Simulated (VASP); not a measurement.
Wanted: the native input for a VASP 6.6.1 run.

```
Task                   : single point
Functional             : PBE
Potentials or basis    : VASP PAW PBE potentials, release 64 (Mg, O, N)
Cutoff                 : 520 eV
k mesh                 : 9 × 9 × 1
Occupations            : gaussian, width 0.05 eV
Spin                   : collinear spin, ferromagnetic start
Starting moments       : [0.0, 0.0, 0.0, 0.0, 0.0, 0.0, 3.0] μB
Dipole correction      : yes
Further INCAR settings : ALGO = Normal; EDIFF = 1e-06; NBANDS = 28
```

The structure of Mg3NO3 lies in POSCAR:

```
Mg3NO3
1.0
    3.0085896333      0.0000000000      0.0000000000
    0.0000000000      3.0085896333      0.0000000000
    0.0000000000      0.0000000000     19.7799623295
Mg O N
3 3 1
Direct
    0.5000000000      0.5000000000      0.2022248543
    0.0000000000      0.0000000000      0.3100331114
    0.5000000000      0.5000000000      0.4161289115
    0.0000000000      0.0000000000      0.2022248543
    0.5000000000      0.5000000000      0.3095409233
    0.0000000000      0.0000000000      0.4186035439
    0.2500000000      0.2500000000      0.5424683091
```

The input as run:

INCAR

```
PREC     = Accurate       # precision mode
ENCUT    = 520            # plane-wave cutoff, eV
EDIFF    = 1E-6           # SCF threshold, eV
ISMEAR   = 0              # smearing method
SIGMA    = 0.05           # smearing width, eV
LREAL    = False          # projectors in reciprocal space
LASPH    = True           # aspherical terms in the spheres
NELM     = 150            # most SCF steps
ALGO     = Normal         # electronic algorithm
ISIF     = 2              # what is computed and relaxed
LWAVE    = False          # write WAVECAR
LCHARG   = False          # write CHGCAR
ISPIN    = 2              # spin polarisation
MAGMOM   = 0 0 0 0 0 0 3  # initial moments
LORBIT   = 11             # projections on sites
LDIPOL   = True         
IDIPOL   = 3            
DIPOL    = 0.5 0.5 0.343
GGA      = PE             # functional
NBANDS   = 28             # bands
```

KPOINTS

```
regular mesh
0
Gamma
  9 9 1
```

Potentials or basis: VASP PAW PBE potentials, release 64 (Mg, O, N).

Launch:

```console
$ cat potpaw_PBE.64/Mg/POTCAR potpaw_PBE.64/O/POTCAR potpaw_PBE.64/N/POTCAR > POTCAR
$ mpirun -np 1 vasp_std > vasp.out
```

Results of the run:

- Largest force: 0.482 eV/Å
- Band gap on the k mesh: 1.09 eV (least direct gap 1.24 eV)
- Net moment: 3.00 μB per cell
- Site moments: Mg +0.00, -0.00 (each value once); O +0.00, +0.01, +0.11; N +1.89 μB
- Valence electrons inside the program's atomic spheres: Mg 0.35, 0.39 (each value once); O 5.03, 5.08 (each value once); N 3.30

It took 3.4 min on 1 thread of Intel(R) Xeon(R) 6975P-C (Granite Rapids), on a shared host, peak memory 0.44 GiB.
